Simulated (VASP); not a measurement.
Ga2SnSe4: relaxation of cell and atoms with PBE

Crystal: Ga2SnSe4.

```
CELL_PARAMETERS angstrom
-3.84692 3.84692 3.14549
3.84692 -3.84692 3.14549
3.84692 3.84692 -3.14549
ATOMIC_POSITIONS crystal
Ga 0.00000 0.50000 0.50000
Ga 0.50000 0.00000 0.50000
Sn 0.00000 0.00000 0.00000
Se 0.07704 0.92296 0.50000
Se 0.42296 0.57704 0.50000
Se 0.92296 0.42296 0.84592
Se 0.57704 0.07704 0.15408
```

This cell differs from its parent crystal: atoms taken out.

| Item | Value |
| --- | --- |
| Program | VASP 6.6.1 |
| Task | relaxation of cell and atoms |
| Functional | PBE |
| Potentials or basis | VASP PAW PBE potentials, release 64 (Ga_d, Sn_d, Se) |
| Cutoff | 600 eV |
| k mesh | 6 × 6 × 6 |
| Occupations | gaussian, width 0.02 eV |
| Spin | no spin polarisation |
| Dipole correction | no |
| Further INCAR settings | ALGO = Normal; EDIFF = 1e-06; IBRION = 2; EDIFFG = -0.01; NSW = 100; ISIF = 3 |

```yaml
Relaxed_volume: 26.44 Å³/atom
Relaxed_cell: a = 6.269 Å, b = 6.269 Å, c = 6.269 Å, α = 104.64°, β = 104.64°, γ = 119.64°
Space_group_after_relaxing_to_0.1_Å: I422 (No. 97)
Energy_gained_by_relaxing: 0.2 meV/atom
Ionic_steps: 6
Pressure_after_relaxing: 0.0 GPa
Largest_force_after_relaxing: 0.006 eV/Å
Band_gap_on_the_k_mesh: 1.34 eV (least direct gap 1.43 eV)
```

Forces on the atoms (eV/Å):
```
Ga   0.000  0.000  0.000
Ga   0.000  0.000  0.000
Sn   0.000  0.000  0.000
Se   0.004 -0.004  0.000
Se  -0.004  0.004  0.000
Se   0.004  0.004  0.000
Se  -0.004 -0.004  0.000
```

Step by step:
```csv
step,energy change (eV),largest force (eV/Å),pressure (GPa),volume (Å³)
1,0.0000,0.0215,-0.10,186.20
2,-0.0006,0.0305,-0.03,185.73
3,-0.0008,0.0431,0.09,185.12
4,-0.0011,0.0194,0.03,185.11
5,-0.0011,0.0100,0.00,185.11
6,-0.0011,0.0064,0.00,185.11
```

Final structure:
```cif
data_structure
_symmetry_space_group_name_H-M 'P 1'
_symmetry_Int_Tables_number 1
_cell_length_a 6.2690
_cell_length_b 6.2690
_cell_length_c 6.2690
_cell_angle_alpha 104.638
_cell_angle_beta 104.638
_cell_angle_gamma 119.641
_cell_volume 185.11
loop_
_atom_site_label
_atom_site_type_symbol
_atom_site_fract_x
_atom_site_fract_y
_atom_site_fract_z
_atom_site_occupancy
Ga1 Ga 0.00000 0.50000 0.50000 1
Ga2 Ga 0.50000 0.00000 0.50000 1
Sn1 Sn 0.00000 0.00000 0.00000 1
Se1 Se 0.07648 0.92352 0.50000 1
Se2 Se 0.42352 0.57648 0.50000 1
Se3 Se 0.92352 0.42352 0.84704 1
Se4 Se 0.57648 0.07648 0.15296 1
```

Levels at points of the mesh, in eV from the valence-band top:
```csv
k point,band 29,band 30,band 31,band 32,band 33,band 34,band 35,band 36
"(0.00, 0.00, 0.00)",-0.49,-0.49,-0.37,-0.10,2.96,3.94,3.94,4.09
"(0.50, 0.00, 0.00)",-1.25,-0.65,-0.50,-0.25,2.15,2.26,2.76,3.62
"(0.50, 0.50, 0.00)",-1.06,-0.57,-0.49,-0.30,1.66,2.59,2.68,3.57
"(0.50, 0.50, 0.50)",-0.93,-0.93,-0.23,-0.02,1.88,2.41,2.51,2.51
```

It took 8.9 min on 1 thread of AMD EPYC 9R45 96-Core Processor (Zen 5) (shared host), peak memory 0.5 GiB.

Caveat: the cell differs from its parent crystal (atoms taken out); spin-orbit coupling is left out, which moves the levels of the heavy elements. A k mesh can miss the band edges.
